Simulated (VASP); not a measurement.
## La: single point with LDA

La:

```xyz
4
Lattice="3.5996 0.0000 0.0000 -1.7998 3.1174 0.0000 0.0000 0.0000 11.5524" Properties=species:S:1:pos:R:3 pbc="T T T"
La   -1.7998    3.1174    0.0000
La    1.7998    3.1174    5.7762
La    0.0000    2.0782    8.6643
La    1.7998    1.0391    2.8881
```

```
Program             : VASP 6.6.1
Task                : single point
Functional          : LDA
Potentials or basis : VASP PAW LDA potentials, release 64 (La)
Cutoff              : 520 eV
k mesh              : 10 × 10 × 3
Occupations         : gaussian, width 0.03 eV
Spin                : no spin polarisation
```

| Property | Result |
| --- | --- |
| Pressure | -0.2 GPa |
| Band gap on the k mesh | zero (bands 22 and 23 overlap by 1.10 eV) |

Stress tensor (GPa, compression positive):
```
-0.12  0.00  0.00
 0.00 -0.12  0.00
 0.00  0.00 -0.30
```

Levels at points of the mesh, in eV from the Fermi level:
```tsv
k point	band 18	band 19	band 20	band 21	band 22	band 23	band 24	band 25	band 26	band 27
(0.00, 0.00, 0.00)	-1.99	-1.77	-1.76	0.55	0.73	1.17	1.20	1.21	1.22	1.29
(0.50, 0.00, 0.00)	-2.16	-1.88	-1.30	-0.90	-0.33	-0.26	0.43	1.08	1.13	1.39
```

It took 96 s on 1 thread of Intel(R) Xeon(R) 6975P-C (Granite Rapids) (shared host), peak memory 0.26 GiB.

Caveat: spin-orbit coupling is left out, which moves the levels of the heavy elements.
